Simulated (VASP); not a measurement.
A run of VASP 6.6.1 is set up as follows.

INCAR

```
SYSTEM = Ag
ALGO = Normal ; EDIFF = 1E-7
EDIFFG = -0.005 ; ENCUT = 600
GGA = RE ; IBRION = 2
ISIF = 3 ; ISMEAR = -1
IVDW = 13 ; LASPH = .TRUE.
LCHARG = .FALSE. ; LREAL = .FALSE.
LWAVE = .FALSE. ; NELM = 100
NSW = 80 ; PREC = Accurate
SIGMA = 0.05
```

Contents of KPOINTS:

```
k-points
0
G
  11 11 11
  0 0 0
```

Contents of POSCAR:

```
Ag
1.0
    0.0000000000      2.0427500000      2.0427500000
    2.0427500000      0.0000000000      2.0427500000
    2.0427500000      2.0427500000      0.0000000000
Ag
1
Direct
    0.0000000000      0.0000000000      0.0000000000
```

Potentials or basis: VASP PAW PBE potentials, release 64 (Ag).

Run with:

```sh
$ cat potpaw_PBE.64/Ag/POTCAR > POTCAR
$ mpirun -np 1 vasp_std > vasp.out
```

Task: Predict the dispersion energy per atom.

Result: -0.976 eV.

Task: Estimate the space group after relaxing (to 0.05 Å).

Result: Fm-3m (No. 225).

Task: Predict the relaxed volume.

Result: 16.81 Å³/atom.

The path:
```
step  energy change (eV)  largest force (eV/Å)  pressure (GPa)  volume (Å³)
   1              0.0000                0.0000           -1.44        17.05
   2             -0.0006                0.0000            0.99        16.67
   3             -0.0011                0.0000            0.02        16.81
```

Caveat: the PAW data sets were made with another functional, which shifts forces and pressure a little; pairwise dispersion overbinds metals, which lowers pressure and volume.
